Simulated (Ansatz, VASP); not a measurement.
Be2Al5: VASP beside Ansatz

```xyz
7
Lattice="6.4106 0.0000 0.0000 0.0000 6.4106 0.0000 0.0000 0.0000 2.6881" Properties=species:S:1:pos:R:3 pbc="T T T"
Be    3.2053    0.0000    0.0000
Be    0.0000    3.2053    0.0000
Al    5.0686    5.0686    1.3440
Al    1.3420    1.3420    1.3440
Al    1.3420    5.0686    1.3440
Al    5.0686    1.3420    1.3440
Al    3.2053    3.2053    1.3440
```

Alike in both runs: functional PBE; k mesh 6 × 6 × 14; occupations gaussian, width 0.1 eV; no spin polarisation.

Ansatz relaxed the structure, and its values are those at the end. VASP's run is a single point on that final structure, the one shown.

```csv
,VASP,Ansatz
version,VASP 6.6.1,Ansatz 0.2.0
potentials or method,"VASP PAW PBE potentials, release 64 (Be, Al), cutoff 520 eV","scalar-relativistic, plane waves, PAW"
valence electrons in the cell,19,19
```

```tsv
	VASP	Ansatz	Ansatz less VASP
gap on the k mesh at the Fermi level (eV)	none	none	-
pressure (GPa)	0.0	0.0	0.00
rms of the force components (eV/Å)	0.005	0.005	+0.0001
```

A gap of «none» marks a metal or a gap that the smearing closes.
